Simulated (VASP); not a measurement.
# Sn3As2 (R-3m) in VASP: single point with PBE

Aim: the single point of Sn3As2 with PBE.

All numbers are computed with VASP 6.6.1; they aren't measurements. Logs are shortened: lines on timing, memory, paths and dates and some standing lists are left out, and cuts for length are marked.

## Step 1: The cell of the first run

The structure is trigonal, space group R-3m (No. 166). Conventional cell: a = 4.187 Å, b = 4.187 Å, c = 24.961 Å, α = 90.00°, β = 90.00°, γ = 120.00°. Sn (site symmetry 3m) has 4 As at 2.57 Å and 3 Sn at 2.95 Å within 3.4 Å. Sn (site symmetry -3m) has 2 As at 2.44 Å within 3.2 Å. As (site symmetry 3m) has 5 Sn at 2.44 to 2.57 Å within 3.2 Å.

## Step 2: Single point, PBE

The input, INCAR:

```
PREC = Accurate
ENCUT = 520
EDIFF = 1E-6
ISMEAR = 0
SIGMA = 0.1
LREAL = False
LASPH = True
NELM = 100
ALGO = Fast
ISIF = 2
LWAVE = False
LCHARG = True
GGA = PE
LELF = True
LVHAR = True
NBANDS = 34
```

The input, KPOINTS:

```
regular mesh
0
Gamma
  6 6 6
```

The input, POSCAR:

```
Sn3As2
1.0
    2.0935000000      1.2086827900      8.3204644800
   -2.0935000000      1.2086827900      8.3204644800
    0.0000000000     -2.4173655800      8.3204644800
Sn As
3 2
Direct
    0.7006498600      0.7006498600      0.7006498600
    0.2993501400      0.2993501400      0.2993501400
    0.5000000000      0.5000000000      0.5000000000
    0.5976708300      0.5976708300      0.5976708300
    0.4023291700      0.4023291700      0.4023291700
```

Potentials or basis: VASP PAW PBE potentials, release 64 (Sn_d, As).

Command:

```sh
$ cat potpaw_PBE.64/Sn_d/POTCAR potpaw_PBE.64/As/POTCAR > POTCAR
$ mpirun -np 1 vasp_std > vasp.out
```

OUTCAR:

```text
PREC = Accurate
   ENCUT = 520
   EDIFF = 1E-6
   ISMEAR = 0
   LREAL = False
   LASPH = True
   NELM = 100
   ISIF = 2
   GGA = PE

 ion  position               nearest neighbor table
   1  0.701  0.701  0.701-   5 2.57   5 2.57   5 2.57   4 2.57   2 2.95   2 2.95   2 2.95
   2  0.299  0.299  0.299-   4 2.57   4 2.57   4 2.57   5 2.57   1 2.95   1 2.95   1 2.95
   3  0.500  0.500  0.500-   4 2.44   5 2.44
   4  0.598  0.598  0.598-   3 2.44   2 2.57   2 2.57   2 2.57   1 2.57
   5  0.402  0.402  0.402-   3 2.44   1 2.57   1 2.57   1 2.57   2 2.57

  LATTYP: Found a trigonal (rhomboedric) cell.
 ALAT       =     8.6645129984
 COS(alpha) =     0.8832417407

  Lattice vectors:

 A1 = (   2.0935000000,   1.2086827900,   8.3204644800)
 A2 = (  -2.0935000000,   1.2086827900,   8.3204644800)
 A3 = (   0.0000000000,  -2.4173655800,   8.3204644800)

Analysis of symmetry for initial positions (statically):
=====================================================================
 Subroutine PRICEL returns:
 Original cell was already a primitive cell.

 Routine SETGRP: Setting up the symmetry group for a
 trigonal (rhombohedral) supercell.

 Subroutine GETGRP returns: Found 12 space group operations
 (whereof 12 operations were pure point group operations)
 out of a pool of 12 trial point group operations.

The static configuration has the point symmetry D_3d.

Analysis of symmetry for dynamics (positions and initial velocities):
=====================================================================
 Subroutine PRICEL returns:
 Original cell was already a primitive cell.

 Routine SETGRP: Setting up the symmetry group for a
 trigonal (rhombohedral) supercell.

 Subroutine GETGRP returns: Found 12 space group operations
 (whereof 12 operations were pure point group operations)
 out of a pool of 12 trial point group operations.

The dynamic configuration has the point symmetry D_3d.

 Subroutine INISYM returns: Found 12 space group operations
 (whereof 12 operations are pure point group operations),
 and found     1 'primitive' translations

----------------------------------------------------------------------------------------

                                     Primitive cell

  volume of cell :     126.3235

  direct lattice vectors                    reciprocal lattice vectors
     2.093500000  1.208682790  8.320464480     0.238834488  0.137891156  0.040061866
    -2.093500000  1.208682790  8.320464480    -0.238834488  0.137891156  0.040061866
     0.000000000 -2.417365580  8.320464480     0.000000000 -0.275782311  0.040061866

  length of vectors
     8.664512998  8.664512998  8.664512999     0.278676939  0.278676939  0.278676939

  position of ions in fractional coordinates (direct lattice)
     0.700649860  0.700649860  0.700649860
     0.299350140  0.299350140  0.299350140
     0.500000000  0.500000000  0.500000000
     0.597670830  0.597670830  0.597670830
     0.402329170  0.402329170  0.402329170

  ion indices of the primitive-cell ions
   primitive index   ion index
                 1           1
                 2           2
                 3           3
                 4           4
                 5           5

----------------------------------------------------------------------------------------

 KPOINTS: regular mesh

Automatic generation of k-mesh.
 Grid dimensions read from file:
 generate k-points for:    6    6    6

 Generating k-lattice:

  Cartesian coordinates                     Fractional coordinates (reciprocal lattice)
     0.039805748  0.022981859  0.006676978     0.166666667 -0.000000000  0.000000000
    -0.039805748  0.022981859  0.006676978    -0.000000000  0.166666667  0.000000000
     0.000000000 -0.045963719  0.006676978     0.000000000  0.000000000  0.166666667

  Length of vectors
     0.046446157  0.046446157  0.046446156

  Shift w.r.t. Gamma in fractional coordinates (k-lattice)
     0.000000000  0.000000000  0.000000000

 Subroutine IBZKPT returns following result:
 ===========================================

 Found     32 irreducible k-points:

 Following reciprocal coordinates:
            Coordinates               Weight
  0.000000  0.000000  0.000000      1.000000
  0.166667 -0.000000  0.000000      6.000000
  0.333333 -0.000000  0.000000      6.000000
  0.500000 -0.000000  0.000000      3.000000
  0.166667  0.166667  0.000000      6.000000
  0.333333  0.166667  0.000000     12.000000
[... 16 lines left out ...]
  0.500000  0.500000  0.166667      6.000000
 -0.333333  0.500000  0.166667     12.000000
 [... further k-points ...]
   k-points           NKPTS =     32   k-points in BZ     NKDIM =     32   number of bands    NBANDS=     34
   number of dos      NEDOS =    301   number of ions     NIONS =      5
   total plane-waves  NPLWV = 262144
   dimension x,y,z NGX =    64 NGY =   64 NGZ =   64
   dimension x,y,z NGXF=   128 NGYF=  128 NGZF=  128
   ions per type =               3   2
   NGX,Y,Z   is equivalent  to a cutoff of  12.28, 12.28, 12.28 a.u.
   NGXF,Y,Z  is equivalent  to a cutoff of  24.56, 24.56, 24.56 a.u.
 SYSTEM =  unknown system
   PREC   = accura    normal or accurate (medium, high low for compatibility)
   ISTART =      0    job   : 0-new  1-cont  2-samecut
   ICHARG =      2    charge: 1-file 2-atom 10-const
   ISPIN  =      1    spin polarized calculation?
   LNONCOLLINEAR =      F non collinear calculations
   LSORBIT =      F    spin-orbit coupling
   LASPH  =      T    aspherical Exc in radial PAW
   ENCUT  =  520.0 eV  38.22 Ry    6.18 a.u.  16.11 16.11 16.11*2*pi/ulx,y,z
   NELM   =    100;   NELMIN=  2; NELMDL= -5     # of ELM steps
   EDIFF  = 0.1E-05   stopping-criterion for ELM
   LREAL  =      F    real-space projection
   EDIFFG = 0.1E-04   stopping-criterion for IOM
   NSW    =      0    number of steps for IOM
   IBRION =     -1    ionic relax: 0-MD 1-quasi-New 2-CG
   NFREE  =      0    steps in history (QN), initial steepest desc. (CG)
   ISIF   =      2    stress and relaxation
   ISYM   =      2    0-nonsym 1-usesym 2-fastsym
   POTIM  = 0.5000    time-step for ionic-motion
   TEBEG  =    0.0;   TEEND  =   0.0 temperature during run
   PSTRESS=    0.0 pullay stress
   NELECT =      52.0000    total number of electrons
   NUPDOWN=      -1.0000    fix difference up-down
   EMIN   =  10.00;   EMAX   =-10.00  energy-range for DOS
   EFERMI =   0.00;   METHOD = LEGACY
   ISMEAR =     0;   SIGMA  =   0.10  broadening in eV -4-tet -1-fermi 0-gaus
   EFERMI_NEDOS =   21; number of points for ismear=-14 and -15
   IALGO  =     68    algorithm
   IMIX   =      4    mixing-type and parameters
     AMIX     =   0.40;   BMIX     =  1.00
     AMIX_MAG =   1.60;   BMIX_MAG =  1.00
  volume/ion in A,a.u.               =      25.26       170.49
  Fermi-wavevector in a.u.,A,eV,Ry     =   1.217815  2.301336 20.178431  1.483073
  Thomas-Fermi vector in A             =   2.353122
   LORBIT       =      0    0 simple, 1 ext, 2 COOP (PROOUT), +10 PAW based schemes
   GGA     = PE    functional components
   LHFCALC =     F    Hartree Fock is set to
   AEXX    =    0.0000 exact exchange contribution
   IVDW    =     0    specifies the selected vdW correction
   LEPSILON=     F    determine dielectric tensor
   LRPA    =     F    only Hartree local field effects (RPA)
 non-spin polarized calculation
 RMM-DIIS sequential band-by-band and
 Gauss-broadening in eV      SIGMA  =   0.10
  energy-cutoff  :      520.00
  volume of cell :      126.32
 maximum number of plane-waves:      3421
   NGX = 33   NGY = 33   NGZ = 33

 number of electron      51.9999989 magnetization

 Free energy of the ion-electron system (eV)
  ---------------------------------------------------
  ext. energy  EPLUGINS =         0.00000000
  ---------------------------------------------------
  free energy    TOTEN  =       -15.94200951 eV

  energy without entropy =      -15.92876926  energy(sigma->0) =      -15.93538938

 E-fermi :   7.3812     XC(G=0):  -9.8239

 val. band max:        7.3580492478   @ k =   0.3333   0.1667   0.1667
 cond. band min:       7.4137576219   @ k =   0.5000   0.3333   0.0000
 fundamental gap:      0.0557083740
 Fermi energy:         7.3812056670

 k-point     1 :       0.0000    0.0000    0.0000
  band No.  band energies     occupation
      1     -15.1317      2.00000
      2     -15.1317      2.00000
      3     -15.1303      2.00000
      4     -15.0606      2.00000
      5     -15.0606      2.00000
      6     -14.8807      2.00000
[... 26 lines left out ...]
     33      10.6604      0.00000
     34      11.0465      0.00000

 k-point     2 :       0.1667   -0.0000    0.0000
  band No.  band energies     occupation
      1     -15.1269      2.00000
      2     -15.1260      2.00000
      3     -15.1072      2.00000
      4     -15.0627      2.00000
      5     -15.0438      2.00000
      6     -14.8883      2.00000
[... 26 lines left out ...]
     33      10.9456      0.00000
     34      11.4607      0.00000

 k-point     3 :       0.3333   -0.0000    0.0000
  band No.  band energies     occupation
      1     -15.1258      2.00000
      2     -15.1171      2.00000
      3     -15.0535      2.00000
      4     -15.0373      2.00000
      5     -15.0020      2.00000
      6     -14.9143      2.00000
[... 26 lines left out ...]
     33      11.9175      0.00000
     34      12.1143      0.00000
[... 704 lines left out ...]
 k-point    23 :       0.5000    0.5000    0.1667
  band No.  band energies     occupation
      1     -15.1272      2.00000
      2     -15.1171      2.00000
      3     -15.0539      2.00000
      4     -15.0357      2.00000
      5     -15.0022      2.00000
      6     -14.9148      2.00000
[... 26 lines left out ...]
     33      11.8146      0.00000
     34      12.1044      0.00000

 k-point    24 :      -0.3333    0.5000    0.1667
  band No.  band energies     occupation
      1     -15.1139      2.00000
      2     -15.1109      2.00000
      3     -15.0428      2.00000
      4     -15.0076      2.00000
      5     -14.9647      2.00000
      6     -14.9506      2.00000
[... 26 lines left out ...]
     33      12.3057      0.00000
     34      13.6108      0.00000

 [... further k-points ...]
[... 5 lines left out ...]
  --------------------------------------------------------------------------------------
  -------------------------------------------------------------------------------------
  Total       15.0543223     15.0543223     32.5263177      0.0000000      0.0000000      0.0000000
  in kB      190.9359326    190.9359331    412.5355283      0.0000000      0.0000000      0.0000000
  external PRESSURE =     264.8024647 kB  Pullay stress =       0.0000000 kB

 VOLUME and BASIS-vectors are now :
 -----------------------------------------------------------------------------
  energy-cutoff  :      520.00
  volume of cell :      126.32
      direct lattice vectors                 reciprocal lattice vectors
     2.093500000  1.208682790  8.320464480     0.238834488  0.137891156  0.040061866
    -2.093500000  1.208682790  8.320464480    -0.238834488  0.137891156  0.040061866
     0.000000000 -2.417365580  8.320464480     0.000000000 -0.275782311  0.040061866

 POSITION                                       TOTAL-FORCE (eV/Angst)
 -----------------------------------------------------------------------------------
      0.00000      0.00000     17.48920         0.000000     -0.000000      2.377016
      0.00000      0.00000      7.47220         0.000000      0.000000     -2.377016
      0.00000      0.00000     12.48070         0.000000      0.000000      0.000000
      0.00000      0.00000     14.91870         0.000000      0.000000     -0.852217
      0.00000      0.00000     10.04270         0.000000     -0.000000      0.852217
 -----------------------------------------------------------------------------------
    total drift:                                0.000000     -0.000000      0.000000

  FREE ENERGIE OF THE ION-ELECTRON SYSTEM (eV)
  ---------------------------------------------------
  free  energy   TOTEN  =       -15.9420095086 eV

  energy  without entropy=      -15.9287692595  energy(sigma->0) =      -15.93538938
```

Run time: 17 min. Hardware: 1 thread of AMD EPYC 7R13, shared host; peak memory 0.6 GiB.

What came out:

| Quantity | Value |
| --- | --- |
| Free energy | -15.9420 eV |
| Pressure | 26.5 GPa |
| Largest force | 2.377 eV/Å |
| Band gap on the k mesh | zero (bands 26 and 27 overlap by 0.40 eV) |

Forces in eV/Å, atoms in the order of the input:
```
Sn   0.000  0.000  2.377
Sn   0.000  0.000 -2.377
Sn   0.000  0.000  0.000
As   0.000  0.000 -0.852
As   0.000  0.000  0.852
```

Levels at points of the mesh, in eV from the Fermi level:
| k point | band 23 | band 24 | band 25 | band 26 | band 27 | band 28 | band 29 | band 30 |
| --- | --- | --- | --- | --- | --- | --- | --- | --- |
| (0.00, 0.00, 0.00) | -3.76 | -2.45 | -2.45 | -1.13 | 1.29 | 1.29 | 1.86 | 1.86 |
| (0.50, 0.00, 0.00) | -3.49 | -3.09 | -2.47 | -1.62 | 0.55 | 1.36 | 1.60 | 2.68 |
| (0.50, 0.50, 0.00) | -3.26 | -2.09 | -2.01 | -1.66 | 0.43 | 0.53 | 1.21 | 1.78 |
| (0.50, 0.50, 0.50) | -2.20 | -2.20 | -1.33 | -0.32 | 0.23 | 1.03 | 1.03 | 1.30 |

Caveat: the stress differs along the axes, from 19 to 41 GPa; semilocal functionals underestimate gaps, and a narrow one can read as zero; spin-orbit coupling is left out, which moves the levels of the heavy elements; forces of over 1 eV/Å act on the atoms, so gaps and moduli don't describe the material at rest.

The gap in the log of VASP goes by the Fermi energy; the results here count the filled bands.